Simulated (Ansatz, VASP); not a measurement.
Two plane-wave programs on Se

Contents of INCAR:

```
  ALGO = Normal
  EDIFF = 1E-6
  EDIFFG = -0.01
  ENCUT = 600
  GGA = PE
  IBRION = 2
  ISIF = 3
  ISMEAR = 0
  LASPH = T
  LCHARG = F
  LREAL = F
  LWAVE = F
  NELM = 100
  NSW = 100
  PREC = Accurate
  SIGMA = 0.1
```

Contents of KPOINTS:

```
k-points
0
Gamma
  18 18 10
```

The input POSCAR:

```
Se
1.0
    3.4586057388      0.0000000000      0.0000000000
   -1.7293028694      2.9952404315      0.0000000000
    0.0000000000      0.0000000000      5.7690168426
Se
2
Direct
    0.0000000000      0.0000000000      0.8115761027
    0.0000000000      0.0000000000      0.1884238973
```

Input for Ansatz:

```yaml
crystal:
  lattice:
    - [3.4586057388, 0.0, 0.0]
    - [-1.7293028694, 2.9952404315, 0.0]
    - [0.0, 0.0, 5.7690168426]
  atoms:
    - { symbol: Se, position: [0.0, 0.0, 0.8115761027] }
    - { symbol: Se, position: [0.0, 0.0, 0.1884238973] }
basis:
  ecutwfc: 420
kpoints:
  mp_grid: { grid: [18, 18, 10] }
hamiltonian:
  xc: pbe
scf:
  occupations: { method: gaussian, width: 0.1 }
output:
  forces: true
  stress: true
  eigenvalues: true
relax:
  adjacent_minimum: "off"
  f_tol: 0.01
  max_steps: 80
  cell: { stress_tol: 0.05 }
```

Alike in both runs: task relaxation of cell and atoms; functional PBE; k mesh 18 × 18 × 10; occupations gaussian, width 0.1 eV; no spin polarisation.

|  | VASP | Ansatz |
| --- | --- | --- |
| version | VASP 6.6.1 | Ansatz 0.2.0 |
| potentials or method | VASP PAW PBE potentials, release 64 (Se), cutoff 600 eV | scalar-relativistic, plane waves, PAW |
| valence electrons in the cell | 12 | 32 |

Ansatz gave:

| Quantity | Value |
| --- | --- |
| gap on the k mesh at the Fermi level, each at its own relaxed structure (eV) | none |
| relaxed volume (Å³/atom) | 31.84 |
| relaxed cell length with the largest relative difference (Å) | 6.208 |

Task: Which values does VASP return?

Result: gap on the k mesh at the Fermi level, each at its own relaxed structure (eV): none; relaxed volume (Å³/atom): 31.64; relaxed cell length with the largest relative difference (Å): 6.159.

A gap of «none» marks a metal or a gap that the smearing closes. VASP's potentials hold 12 valence electrons a cell and Ansatz's 32, so a difference there can come from the potentials and not from the codes.
